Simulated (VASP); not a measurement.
# ZrC (P-6m2) in VASP: notebook, part 3 of 3

VASP 6.6.1. The steps go on from the part before.

## Step 6: Single point, PBE (14.15 Å³/atom)

This run uses another cell than the first one, of 14.15 Å³/atom.

INCAR

```
ALGO = Normal
EDIFF = 1E-6
ENCUT = 520
GGA = PE
ISIF = 2
ISMEAR = 0
LASPH = T
LCHARG = F
LREAL = F
LWAVE = F
NBANDS = 15
NELM = 80
PREC = Accurate
SIGMA = 0.05
```

KPOINTS

```
k-points
0
Gamma
  12 12 12
```

POSCAR

```
ZrC
1.0
    3.3184164744      0.0000000000      0.0000000000
   -1.6592082372      2.8738329672      0.0000000000
    0.0000000000      0.0000000000      2.9679120787
Zr C
1 1
Direct
    0.0000000000      0.0000000000      0.0000000000
    0.6666666667      0.3333333333      0.5000000000
```

Potentials or basis: VASP PAW PBE potentials, release 64 (Zr_sv, C).

Started as:

```console
$ cat potpaw_PBE.64/Zr_sv/POTCAR potpaw_PBE.64/C/POTCAR > POTCAR
$ mpirun -np 1 vasp_std > vasp.out
```

OUTCAR:

```text
EDIFF = 1E-6
   ENCUT = 520
   GGA = PE
   ISIF = 2
   ISMEAR = 0
   LASPH = T
   LREAL = F
   NELM = 80
   PREC = Accurate

 ion  position               nearest neighbor table
   1  0.000  0.000  0.000-   2 2.42   2 2.42   2 2.42   2 2.42   2 2.42   2 2.42
   2  0.667  0.333  0.500-   1 2.42   1 2.42   1 2.42   1 2.42   1 2.42   1 2.42

  LATTYP: Found a hexagonal cell.
 ALAT       =     3.3184164744
 C/A-ratio  =     0.8943760078

  Lattice vectors:

 A1 = (   3.3184164744,   0.0000000000,   0.0000000000)
 A2 = (  -1.6592082372,   2.8738329672,   0.0000000000)
 A3 = (   0.0000000000,   0.0000000000,   2.9679120787)

Analysis of symmetry for initial positions (statically):
=====================================================================
 Subroutine PRICEL returns:
 Original cell was already a primitive cell.

 Routine SETGRP: Setting up the symmetry group for a
 hexagonal supercell.

 Subroutine GETGRP returns: Found 12 space group operations
 (whereof 12 operations were pure point group operations)
 out of a pool of 24 trial point group operations.

The static configuration has the point symmetry D_3h.

Analysis of symmetry for dynamics (positions and initial velocities):
=====================================================================
 Subroutine PRICEL returns:
 Original cell was already a primitive cell.

 Routine SETGRP: Setting up the symmetry group for a
 hexagonal supercell.

 Subroutine GETGRP returns: Found 12 space group operations
 (whereof 12 operations were pure point group operations)
 out of a pool of 24 trial point group operations.

The dynamic configuration has the point symmetry D_3h.

 Subroutine INISYM returns: Found 12 space group operations
 (whereof 12 operations are pure point group operations),
 and found     1 'primitive' translations

----------------------------------------------------------------------------------------

                                     Primitive cell

  volume of cell :      28.3037

  direct lattice vectors                    reciprocal lattice vectors
     3.318416474  0.000000000  0.000000000     0.301348552  0.173983668  0.000000000
    -1.659208237  2.873832967  0.000000000     0.000000000  0.347967335  0.000000000
     0.000000000  0.000000000  2.967912079     0.000000000  0.000000000  0.336937205

  length of vectors
     3.318416474  3.318416474  2.967912079     0.347967335  0.347967335  0.336937205

  position of ions in fractional coordinates (direct lattice)
     0.000000000  0.000000000  0.000000000
     0.666666667  0.333333333  0.500000000

  ion indices of the primitive-cell ions
   primitive index   ion index
                 1           1
                 2           2

----------------------------------------------------------------------------------------

 KPOINTS: k-points

Automatic generation of k-mesh.
 Grid dimensions read from file:
 generate k-points for:   12   12   12

 Generating k-lattice:

  Cartesian coordinates                     Fractional coordinates (reciprocal lattice)
     0.025112379  0.014498639  0.000000000     0.083333333  0.000000000  0.000000000
     0.000000000  0.028997278  0.000000000     0.000000000  0.083333333  0.000000000
     0.000000000  0.000000000  0.028078100     0.000000000  0.000000000  0.083333333

  Length of vectors
     0.028997278  0.028997278  0.028078100

  Shift w.r.t. Gamma in fractional coordinates (k-lattice)
     0.000000000  0.000000000  0.000000000

 Subroutine IBZKPT returns following result:
 ===========================================

 Found    133 irreducible k-points:

 Following reciprocal coordinates:
            Coordinates               Weight
  0.000000  0.000000  0.000000      1.000000
  0.083333  0.000000  0.000000      6.000000
  0.166667  0.000000  0.000000      6.000000
  0.250000  0.000000  0.000000      6.000000
  0.333333  0.000000  0.000000      6.000000
  0.416667  0.000000  0.000000      6.000000
[... 16 lines left out ...]
  0.250000  0.000000  0.083333     12.000000
  0.333333  0.000000  0.083333     12.000000
 [... further k-points ...]
   k-points           NKPTS =    133   k-points in BZ     NKDIM =    133   number of bands    NBANDS=     15
   number of dos      NEDOS =    301   number of ions     NIONS =      2
   total plane-waves  NPLWV =  18816
   dimension x,y,z NGX =    28 NGY =   28 NGZ =   24
   dimension x,y,z NGXF=    56 NGYF=   56 NGZF=   48
   ions per type =               1   1
   NGX,Y,Z   is equivalent  to a cutoff of  14.03, 14.03, 13.44 a.u.
   NGXF,Y,Z  is equivalent  to a cutoff of  28.05, 28.05, 26.89 a.u.
 SYSTEM =  unknown system
   PREC   = accura    normal or accurate (medium, high low for compatibility)
   ISTART =      0    job   : 0-new  1-cont  2-samecut
   ICHARG =      2    charge: 1-file 2-atom 10-const
   ISPIN  =      1    spin polarized calculation?
   LNONCOLLINEAR =      F non collinear calculations
   LSORBIT =      F    spin-orbit coupling
   LASPH  =      T    aspherical Exc in radial PAW
   ENCUT  =  520.0 eV  38.22 Ry    6.18 a.u.   6.17  6.17  5.52*2*pi/ulx,y,z
   NELM   =     80;   NELMIN=  2; NELMDL= -5     # of ELM steps
   EDIFF  = 0.1E-05   stopping-criterion for ELM
   LREAL  =      F    real-space projection
[... 7 lines left out ...]
   TEBEG  =    0.0;   TEEND  =   0.0 temperature during run
   PSTRESS=    0.0 pullay stress
   NELECT =      16.0000    total number of electrons
   NUPDOWN=      -1.0000    fix difference up-down
   EMIN   =  10.00;   EMAX   =-10.00  energy-range for DOS
   EFERMI =   0.00;   METHOD = LEGACY
   ISMEAR =     0;   SIGMA  =   0.05  broadening in eV -4-tet -1-fermi 0-gaus
   EFERMI_NEDOS =   21; number of points for ismear=-14 and -15
   IALGO  =     38    algorithm
   IMIX   =      4    mixing-type and parameters
     AMIX     =   0.40;   BMIX     =  1.00
     AMIX_MAG =   1.60;   BMIX_MAG =  1.00
  volume/ion in A,a.u.               =      14.15        95.50
  Fermi-wavevector in a.u.,A,eV,Ry     =   1.353631  2.557992 24.930191  1.832317
  Thomas-Fermi vector in A             =   2.480870
   LORBIT       =      0    0 simple, 1 ext, 2 COOP (PROOUT), +10 PAW based schemes
   GGA     = PE    functional components
   LHFCALC =     F    Hartree Fock is set to
   AEXX    =    0.0000 exact exchange contribution
   IVDW    =     0    specifies the selected vdW correction
   LEPSILON=     F    determine dielectric tensor
   LRPA    =     F    only Hartree local field effects (RPA)
 non-spin polarized calculation
 Gauss-broadening in eV      SIGMA  =   0.05
  energy-cutoff  :      520.00
  volume of cell :       28.30
 maximum number of plane-waves:       775
 NGX is ok and might be reduce to    28
   NGX = 13   NGY = 13   NGZ = 11

 number of electron      16.0000001 magnetization

 Free energy of the ion-electron system (eV)
  ---------------------------------------------------
  ext. energy  EPLUGINS =         0.00000000
  ---------------------------------------------------
  free energy    TOTEN  =       -17.99349531 eV

  energy without entropy =      -17.99270731  energy(sigma->0) =      -17.99310131

 E-fermi :   8.5349     XC(G=0): -11.6444

 val. band max:        8.5254543023   @ k =   0.4167   0.0000   0.0833
 cond. band min:       8.5445943109   @ k =   0.3333   0.2500   0.5000
 fundamental gap:      0.0191400086
 Fermi energy:         8.5348885196

 k-point     1 :       0.0000    0.0000    0.0000
  band No.  band energies     occupation
      1     -39.7986      2.00000
      2     -17.6270      2.00000
      3     -17.6270      2.00000
      4     -17.2212      2.00000
      5      -2.2839      2.00000
      6       7.0209      2.00000
      7       7.0209      2.00000
      8       7.3989      2.00000
      9      10.2230      0.00000
     10      13.4759      0.00000
     11      13.5716      0.00000
     12      13.5716      0.00000
     13      14.5322      0.00000
     14      14.5322      0.00000
     15      22.1417      0.00000
[... 397 lines left out ...]
 k-point    24 :       0.3333    0.0000    0.0833
  band No.  band energies     occupation
      1     -39.7404      2.00000
      2     -18.0994      2.00000
      3     -17.7269      2.00000
      4     -17.2371      2.00000
      5      -0.8485      2.00000
      6       5.0136      2.00000
      7       7.8122      2.00000
      8       8.2521      2.00000
      9       8.5710      0.30684
     10      12.6681      0.00000
     11      13.1080      0.00000
     12      14.4031      0.00000
     13      15.1237      0.00000
     14      17.6133      0.00000
     15      21.5879      0.00000

 [... further k-points ...]

------------------------ aborting loop because EDIFF is reached ----------------------------------------

  FORCE on cell =-STRESS in cart. coord.  units (eV):
  Direction    XX          YY          ZZ          XY          YZ          ZX
  --------------------------------------------------------------------------------------
  -------------------------------------------------------------------------------------
  Total       -1.1499979     -1.1499979     -1.1427235      0.0000000      0.0000000      0.0000000
  in kB      -65.0974813    -65.0974813    -64.6857039      0.0000000      0.0000000      0.0000000
  external PRESSURE =     -64.9602222 kB  Pullay stress =       0.0000000 kB

 VOLUME and BASIS-vectors are now :
 -----------------------------------------------------------------------------
  energy-cutoff  :      520.00
  volume of cell :       28.30
      direct lattice vectors                 reciprocal lattice vectors
     3.318416474  0.000000000  0.000000000     0.301348552  0.173983668  0.000000000
    -1.659208237  2.873832967  0.000000000     0.000000000  0.347967335  0.000000000
     0.000000000  0.000000000  2.967912079     0.000000000  0.000000000  0.336937205

 POSITION                                       TOTAL-FORCE (eV/Angst)
 -----------------------------------------------------------------------------------
      0.00000      0.00000      0.00000         0.000000     -0.000000      0.000000
      1.65921      0.95794      1.48396        -0.000000      0.000000      0.000000
 -----------------------------------------------------------------------------------
    total drift:                               -0.000000      0.000000      0.000000

  FREE ENERGIE OF THE ION-ELECTRON SYSTEM (eV)
  ---------------------------------------------------
  free  energy   TOTEN  =       -17.9934953053 eV

  energy  without entropy=      -17.9927073099  energy(sigma->0) =      -17.99310131
```

stdout:

```text
POSCAR found type information on POSCAR ZrC
 POSCAR found :  2 types and       2 ions
 scaLAPACK will be used
 LDA part: xc-table for (Slater+PW92), standard interpolation
 POSCAR, INCAR and KPOINTS ok, starting setup
 FFT: planning ... GRIDC
 FFT: planning ... GRID_SOFT
 FFT: planning ... GRID
 WAVECAR not read
 entering main loop
```

Run time: 73 s. Hardware: 1 thread of Intel Xeon 8259CL, shared host; peak memory 0.19 GiB.

Results:

```yaml
Free_energy: -17.9935 eV
Pressure: -6.5 GPa
Band_gap_on_the_k_mesh: zero (bands 8 and 9 overlap by 0.25 eV)
```

Levels at points of the mesh, in eV from the Fermi level:
| k point | band 6 | band 7 | band 8 | band 9 | band 10 | band 11 |
| --- | --- | --- | --- | --- | --- | --- |
| (0.00, 0.00, 0.00) | -1.51 | -1.51 | -1.14 | 1.69 | 4.94 | 5.04 |
| (0.50, 0.00, 0.00) | -3.99 | -0.77 | -0.44 | 0.33 | 4.49 | 4.87 |
| (0.00, 0.00, 0.50) | -4.85 | -0.52 | -0.52 | 1.69 | 1.69 | 4.67 |
| (0.50, 0.00, 0.50) | -3.45 | -2.17 | -2.01 | 1.93 | 5.15 | 6.18 |

Caveat: the cell stands under tension.

## Step 7: Single point, PBE (14.56 Å³/atom)

This run uses another cell than the first one, of 14.56 Å³/atom.

INCAR

```
PREC = Accurate
ENCUT = 520
EDIFF = 1E-6
ISMEAR = 0
SIGMA = 0.05
LREAL = False
LASPH = True
NELM = 60
ALGO = Normal
ISIF = 2
LWAVE = False
LCHARG = False
GGA = PE
NBANDS = 15
```

KPOINTS

```
regular mesh
0
Gamma
  12 12 12
```

POSCAR

```
ZrC
1.0
    3.3544698044      0.0000000000      0.0000000000
   -1.6772349022      2.9050560669      0.0000000000
    0.0000000000      0.0000000000      2.9882400181
Zr C
1 1
Direct
    0.0000000000      0.0000000000      0.0000000000
    0.6666666667      0.3333333333      0.5000000000
```

Started as:

```console
$ cat potpaw_PBE.64/Zr_sv/POTCAR potpaw_PBE.64/C/POTCAR > POTCAR
$ mpirun -np 1 vasp_std > vasp.out
```

It took 76 s on 1 thread of Intel Xeon 8259CL, shared host; peak memory 0.19 GiB.

Results (log left out):

```
Free energy            : -17.9498 eV
Pressure               : -10.7 GPa
Band gap on the k mesh : zero (bands 8 and 9 overlap by 0.15 eV)
```

Levels at points of the mesh, in eV from the Fermi level:
| k point | band 5 | band 6 | band 7 | band 8 | band 9 | band 10 | band 11 | band 12 |
| --- | --- | --- | --- | --- | --- | --- | --- | --- |
| (0.00, 0.00, 0.00) | -10.71 | -1.48 | -1.48 | -1.08 | 1.67 | 4.74 | 4.88 | 4.88 |
| (0.50, 0.00, 0.00) | -8.90 | -3.93 | -0.74 | -0.38 | 0.29 | 4.36 | 4.68 | 4.92 |
| (0.00, 0.00, 0.50) | -8.12 | -4.76 | -0.52 | -0.52 | 1.66 | 1.66 | 4.56 | 4.56 |
| (0.50, 0.00, 0.50) | -8.77 | -3.37 | -2.11 | -1.98 | 1.85 | 4.95 | 5.93 | 6.32 |

Caveat: the cell stands under tension.

## Step 8: The runs side by side

| level | potentials or basis | cell | gap on the mesh (eV) | pressure (GPa) |
| --- | --- | --- | --- | --- |
| PBEsol | VASP PAW PBE potentials, release 64 (Zr_sv, C) | a = 3.270, b = 3.270, c = 2.940 Å, angles 90.0, 90.0, 120.0°, 2 atoms | none | -5.0 |
| LDA | VASP PAW LDA potentials, release 64 (Zr_sv, C) | a = 3.270, b = 3.270, c = 2.940 Å, angles 90.0, 90.0, 120.0°, 2 atoms | none | -8.6 |
| PBE | VASP PAW PBE potentials, release 64 (Zr_sv, C) | a = 3.270, b = 3.270, c = 2.910 Å, angles 90.0, 90.0, 120.0°, 2 atoms | none | 2.4 |
| PBE | VASP PAW PBE potentials, release 64 (Zr_sv, C) | a = 3.294, b = 3.294, c = 2.954 Å, angles 90.0, 90.0, 120.0°, 2 atoms | none | -3.3 |
| PBE | VASP PAW PBE potentials, release 64 (Zr_sv, C) | a = 3.318, b = 3.318, c = 2.968 Å, angles 90.0, 90.0, 120.0°, 2 atoms | none | -6.5 |
| PBE | VASP PAW PBE potentials, release 64 (Zr_sv, C) | a = 3.354, b = 3.354, c = 2.988 Å, angles 90.0, 90.0, 120.0°, 2 atoms | none | -10.7 |

Alike in all rows: task single point; no spin polarisation; k mesh 12 × 12 × 12; cutoff (eV) 520; smearing gaussian 0.05 eV.

Caveats: the cell stands under tension (at least some runs); the PAW data sets were made with another functional, which shifts forces and pressure a little (at least some runs).

Absolute energies hang on the potentials; compare differences alone.
